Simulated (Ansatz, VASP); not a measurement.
NbTe: VASP beside Ansatz

INCAR

```
PREC = Accurate ; ENCUT = 600
EDIFF = 1E-6 ; ISMEAR = -1
SIGMA = 0.05 ; LREAL = False
LASPH = True ; NELM = 100
ALGO = Normal ; ISIF = 3
LWAVE = False ; LCHARG = False
GGA = PE ; IVDW = 12
IBRION = 2 ; NSW = 60
EDIFFG = -0.01
```

The input KPOINTS:

```
Automatic mesh
0
Gamma
  8 8 8
```

File POSCAR:

```
NbTe
1.0
    3.4257000000      0.0000000000      0.0000000000
    0.0000000000      3.4257000000      0.0000000000
    0.0000000000      0.0000000000      3.4257000000
Nb Te
1 1
Direct
    0.5000000000      0.5000000000      0.5000000000
    0.0000000000      0.0000000000      0.0000000000
```

Contents of input.yaml:

```yaml
crystal:
  lattice:
    - [3.4257, 0.0, 0.0]
    - [0.0, 3.4257, 0.0]
    - [0.0, 0.0, 3.4257]
  atoms:
    - { symbol: Nb, position: [0.5, 0.5, 0.5] }
    - { symbol: Te, position: [0.0, 0.0, 0.0] }
hamiltonian:
  xc: pbe
  pseudopotentials: { kind: paw }
  dispersion: d3bj
kpoints:
  mp_grid: { grid: [8, 8, 8] }
scf:
  occupations: { method: fermi_dirac, width: 0.05 }
output:
  forces: true
  stress: true
  eigenvalues: true
  write_density: true
  write_potential: true
  elf: true
  volumetric_format: npy
relax:
  f_tol: 0.01
  max_steps: 40
  cell: { stress_tol: 0.05 }
```

Alike in both runs: task relaxation of cell and atoms; functional PBE; dispersion D3(BJ); k mesh 8 × 8 × 8; occupations fermi-dirac, width 0.05 eV; no spin polarisation.

|  | VASP | Ansatz |
| --- | --- | --- |
| version | VASP 6.6.1 | Ansatz 0.2.0 |
| potentials or method | VASP PAW PBE potentials, release 64 (Nb_sv, Te) | Ansatz PAW |
| plane-wave cutoff (eV) | 600 | 420 |
| valence electrons in the cell | 19 | 29 |

|  | VASP | Ansatz | Ansatz less VASP |
| --- | --- | --- | --- |
| gap on the k mesh at the Fermi level, each at its own relaxed structure (eV) | none | none | - |
| relaxed volume (Å³/atom) | 19.24 | 19.26 | +0.018 |
| relaxed cell length with the largest relative difference (Å) | 3.376 | 3.377 | +0.0011 |

A gap of «none» marks a metal or a gap that the smearing closes. VASP's potentials hold 19 valence electrons a cell and Ansatz's 29, so a difference there can come from the potentials and not from the codes.

Spin-orbit coupling is off throughout. Noted on Ansatz's run: the plane-wave basis is chosen anew once the cell has moved, so the energies of steps on either side of that aren't comparable.
